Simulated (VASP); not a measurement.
Write the native input for VASP 6.6.1 that does the following.

| Item | Value |
| --- | --- |
| Task | single point |
| Functional | r2SCAN |
| Potentials or basis | VASP PAW PBE potentials, release 64 (Hf_pv, Ru_pv) |
| Cutoff | 520 eV |
| k mesh | 5 × 5 × 5 |
| Occupations | fermi-dirac, width 0.05 eV |
| Spin | no spin polarisation |
| Dipole correction | no |
| Further INCAR settings | ALGO = Normal; EDIFF = 1e-06; NBANDS = 19 |

HfRu:

```
CELL_PARAMETERS angstrom
3.22828 0.00000 0.00000
0.00000 3.22828 0.00000
0.00000 0.00000 3.22828
ATOMIC_POSITIONS crystal
Hf 0.00000 0.00000 0.00000
Ru 0.50000 0.50000 0.50000
```

The input as run:

POSCAR

```
HfRu
1.0
    3.2282785767      0.0000000000      0.0000000000
    0.0000000000      3.2282785767      0.0000000000
    0.0000000000      0.0000000000      3.2282785767
Hf Ru
1 1
Direct
    0.0000000000      0.0000000000      0.0000000000
    0.5000000000      0.5000000000      0.5000000000
```

INCAR.step1

```
ALGO = Normal
EDIFF = 1E-4
ENCUT = 520
GGA = PE
ISMEAR = -1
LASPH = True
LCHARG = False
LREAL = False
LWAVE = True
NBANDS = 19
NELM = 60
PREC = Accurate
SIGMA = 0.05
```

INCAR.step2

```
ALGO = Normal
EDIFF = 1E-6
ENCUT = 520
ISIF = 2
ISMEAR = -1
ISTART = 1
LASPH = True
LCHARG = False
LMIXTAU = True
LREAL = False
LWAVE = False
METAGGA = R2SCAN
NBANDS = 19
NELM = 60
PREC = Accurate
SIGMA = 0.05
```

KPOINTS

```
k-points
0
Gamma
  5 5 5
```

Potentials or basis: VASP PAW PBE potentials, release 64 (Hf_pv, Ru_pv).

The run is started by

```sh
$ cat potpaw_PBE.64/Hf_pv/POTCAR potpaw_PBE.64/Ru_pv/POTCAR > POTCAR
$ cp INCAR.step1 INCAR
$ mpirun -np 1 vasp_std > vasp.out
$ cp INCAR.step2 INCAR
$ mpirun -np 1 vasp_std > vasp.out
```

Results of the run:

| Quantity | Value |
| --- | --- |
| Pressure | -0.8 GPa |

Caveat: the k points lie up to 0.39 Å⁻¹ apart; the PAW data sets were made with another functional, which shifts forces and pressure a little.

Run time: 40 s on 1 thread of Intel Xeon 8259CL (shared host), peak memory 0.15 GiB.
